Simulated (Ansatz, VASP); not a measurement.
**AgCl in VASP and in Ansatz**

```
Ag Cl
1.0
     0.00000    2.90130    2.64448
     2.90130    0.00000    2.64448
     2.90130    2.90130    0.00000
Ag Cl
1 1
Direct
  0.00000 0.00000 0.00000
  0.50000 0.50000 0.50000
```

Change from the starting cell: epitaxial_xy strain +4.6%.

Alike in both runs: task single point; functional r2SCAN; k mesh 8 × 8 × 8; no spin polarisation.

```csv
,VASP,Ansatz
version,VASP 6.6.1,Ansatz 0.2.0
potentials or method,"VASP PAW PBE potentials, release 64 (Ag, Cl)","plane waves, PAW"
plane-wave cutoff (eV),520,500
occupations,"gaussian, width 0.01 eV",fixed
valence electrons in the cell,18,26
```

Ansatz gave:

| Property | Result |
| --- | --- |
| gap on the k mesh at the Fermi level (eV) | 1.28 |
| pressure (GPa) | -1.2 |
| traceless stress, the component that is largest in VASP (GPa) | 1.27 |

Problem. Which values does VASP return?

Solution. gap on the k mesh at the Fermi level (eV): 1.23; pressure (GPa): -1.3; traceless stress, the component that is largest in VASP (GPa): 1.22.

VASP's potentials were made for PBE, not for r2SCAN. VASP's potentials hold 18 valence electrons a cell and Ansatz's 26, so a difference there can come from the potentials and not from the codes.
